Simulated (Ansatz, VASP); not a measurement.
## TiTlGe in VASP and in Ansatz

The input INCAR:

```
SYSTEM = TiTlGe
ALGO = Normal
EDIFF = 1E-6
ENCUT = 520
GGA = PE
ISIF = 2
ISMEAR = -1
LASPH = .TRUE.
LCHARG = .FALSE.
LREAL = .FALSE.
LWAVE = .FALSE.
NBANDS = 48
NELM = 100
PREC = Accurate
SIGMA = 0.1
```

KPOINTS

```
k-points
0
G
  9 9 4
  0 0 0
```

File POSCAR:

```
TiTlGe
1.0
    3.7160110000      0.0000000000      0.0000000000
    0.0000000000      3.7160110000      0.0000000000
    0.0000000000      0.0000000000      8.2443400000
Ti Ge Tl
2 2 2
Direct
    0.2500000000      0.2500000000      0.2487500000
    0.7500000000      0.7500000000      0.7512500000
    0.7500000000      0.2500000000      0.0000000000
    0.2500000000      0.7500000000      0.0000000000
    0.2500000000      0.2500000000      0.6155600000
    0.7500000000      0.7500000000      0.3844400000
```

Input for Ansatz:

```yaml
crystal:
  lattice:
    - [3.716011, 0.0, 0.0]
    - [0.0, 3.716011, 0.0]
    - [0.0, 0.0, 8.24434]
  atoms:
    - { symbol: Ti, position: [0.25, 0.25, 0.24875] }
    - { symbol: Ti, position: [0.75, 0.75, 0.75125] }
    - { symbol: Ge, position: [0.75, 0.25, 0.0] }
    - { symbol: Ge, position: [0.25, 0.75, 0.0] }
    - { symbol: Tl, position: [0.25, 0.25, 0.61556] }
    - { symbol: Tl, position: [0.75, 0.75, 0.38444] }
  symmetry: { tolerance: 0.0003 }
kpoints:
  mp_grid: { grid: [9, 9, 4], shift: [0, 0, 0] }
  band_path:
    path:
      - [0.0, 0.0, 0.0]
      - [0.0, 0.5, 0.0]
      - [0.5, 0.5, 0.0]
      - [0.0, 0.0, 0.0]
      - [0.0, 0.0, 0.5]
      - [0.0, 0.5, 0.5]
      - [0.5, 0.5, 0.5]
      - [0.0, 0.0, 0.5]
      - [0.0, 0.5, 0.0]
      - [0.0, 0.5, 0.5]
      - [0.5, 0.5, 0.0]
    npoints: 6
magnetization:
  spin_polarized: false
scf:
  occupations: { method: fermi_dirac }
  lower_state_search: "off"
  max_iter: 200
hamiltonian:
  pseudopotentials: { kind: paw }
  xc: pbe
basis:
  ecutwfc: 420
  fft_grid_basis: typed
output:
  forces: true
  stress: true
  eigenvalues: true
  bader: true
  populations: true
  elf: true
  write_potential: true
  volumetric_format: npy
  dos:
    e_range: [-12, 8]
    de: 0.05
    projected: { site_lists: { Ge: [Ge], Ti: [Ti], Tl: [Tl] } }
checkpoint:
  read: saved_state
```

Alike in both runs: task single point; functional PBE; k mesh 9 × 9 × 4; no spin polarisation.

|  | VASP | Ansatz |
| --- | --- | --- |
| version | VASP 6.6.1 | Ansatz 0.2.0 |
| potentials or method | VASP PAW PBE potentials, release 64 (Ti_sv, Ge_d, Tl_d), cutoff 520 eV | PAW plane waves |
| occupations | fermi-dirac, width 0.1 eV | fermi-dirac |
| valence electrons in the cell | 78 | 78 |

```csv
,VASP,Ansatz,Ansatz less VASP
pressure (GPa),5.8,5.8,+0.04
"traceless stress, the component that is largest in VASP (GPa)",-0.77,-0.76,+0.012
rms of the force components (eV/Å),0.493,0.496,+0.0029
```

Atom by atom the forces differ by 0.003 eV/Å (rms over components).

Neither program's run includes spin-orbit coupling.
